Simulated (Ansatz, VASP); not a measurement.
# K: VASP beside Ansatz

```
K
1.0
    -2.84707    2.84707    2.61800
     2.84707   -2.84707    2.61800
     2.84707    2.84707   -2.61800
K
1
Direct
  0.00000 0.00000 0.00000
```

Change from the starting cell: strain +0.0875 x Voigt [1, 1, 0, 0, 0, 0], atoms carried along.

Alike in both runs: task single point; functional PBE; k mesh 14 × 14 × 14; occupations gaussian, width 0.15 eV; no spin polarisation.

|  | VASP | Ansatz |
| --- | --- | --- |
| version | VASP 6.6.1 | Ansatz 0.2.0 |
| potentials or method | VASP PAW PBE potentials, release 64 (K_sv), cutoff 520 eV | scalar-relativistic, plane waves, PAW |
| valence electrons in the cell | 9 | 9 |

```csv
,VASP,Ansatz,Ansatz less VASP
gap on the k mesh at the Fermi level (eV),none,none,-
pressure (GPa),-0.4,-0.4,+0.01
```

A gap of «none» marks a metal or a gap that the smearing closes.
